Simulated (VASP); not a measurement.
Crystal: CdSe.

```xyz
2
Lattice="0.0000 3.0678 3.0678 3.0678 0.0000 3.0678 3.0678 3.0678 0.0000" Properties=species:S:1:pos:R:3 pbc="T T T"
Cd    0.0000    0.0000    0.0000
Se    4.6017    4.6017    4.6017
```

Base run:

```yaml
Program: VASP 6.6.1
Functional: r2SCAN
Potentials_or_basis: VASP PAW PBE potentials, release 64 (Cd, Se)
Cutoff: 520 eV
k_mesh: 6 × 6 × 6
Occupations: gaussian, width 0.01 eV
Spin: no spin polarisation
```

Its results: band gap on the k mesh 1.03 eV, direct; electronic dielectric tensor (diagonal) 6.37.

Task: The run is repeated on the same cell with these changes: functional from r2SCAN to PBE. What comes out?

Result: Band gap on the k mesh 0.55 eV, direct; electronic dielectric tensor (diagonal) 19.70.

r2SCAN gives the wider gap, since meta-GGAs in the generalised Kohn-Sham scheme recover part of the derivative discontinuity.

Caveats: the gap is small at this level, which inflates the dielectric constant (some runs).

